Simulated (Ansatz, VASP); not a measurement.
## CaS: VASP beside Ansatz

File INCAR:

```
SYSTEM = CaS
  ALGO = Normal
  EDIFF = 1E-6
  ENCUT = 500
  GGA_COMPAT = .False.
  ISIF = 2
  ISMEAR = 0
  LASPH = .True.
  LCHARG = .False.
  LREAL = .False.
  LWAVE = .False.
  NBANDS = 15
  NELM = 120
  PREC = Accurate
  SIGMA = 0.01
```

Contents of KPOINTS:

```
k-points
0
Gamma
  6 6 6
  0 0 0
```

The input POSCAR:

```
CaS
1.0
    0.0000000000      2.7683052259      2.7683052259
    2.7683052259      0.0000000000      2.7683052259
    2.7683052259      2.7683052259      0.0000000000
Ca S
1 1
Direct
    0.0000000000      0.0000000000      0.0000000000
    0.5000000000      0.5000000000      0.5000000000
```

Input for Ansatz:

```yaml
crystal:
  lattice:
    - [0.0, 2.76830522592, 2.76830522592]
    - [2.76830522592, 0.0, 2.76830522592]
    - [2.76830522592, 2.76830522592, 0.0]
  atoms:
    - { symbol: Ca, position: [0.0, 0.0, 0.0] }
    - { symbol: S, position: [0.5, 0.5, 0.5] }
kpoints:
  mp_grid: { grid: [6, 6, 6] }
scf:
  occupations: { method: fixed }
  convergence: { dr2_threshold: 1.0e-10 }
hamiltonian:
  xc: lda
  pseudopotentials: { kind: all_electron, lapw: { basis_error: 0.0005 } }
output:
  forces: true
  stress: true
  eigenstates:
    kpoints:
      - [0.0, 0.0, 0.0]
      - [0.0, -0.5, -0.5]
      - [-0.5, 0.0, -0.5]
      - [-0.5, -0.5, 0.0]
      - [-0.5, 0.0, 0.0]
      - [0.0, -0.5, 0.0]
      - [0.0, 0.0, -0.5]
      - [-0.5, -0.5, -0.5]
  eigenvalues: true
```

Alike in both runs: task single point; functional LDA; k mesh 6 × 6 × 6; no spin polarisation.

```csv
,VASP,Ansatz
version,VASP 6.6.1,Ansatz 0.2.0
potentials or method,"VASP PAW LDA potentials, release 64 (Ca_sv, S), cutoff 500 eV","all-electron LAPW, scalar-relativistic"
occupations,"gaussian, width 0.01 eV",fixed
```

|  | VASP | Ansatz | Ansatz less VASP |
| --- | --- | --- | --- |
| gap on the k mesh at the Fermi level (eV) | 1.92 | 1.93 | +0.012 |
| pressure (GPa) | 1.3 | 1.0 | -0.28 |

LDA's correlation is that of Perdew and Zunger in VASP and of Perdew and Wang (1992) in Ansatz. Ansatz ran all-electron here, and VASP with PAW potentials.
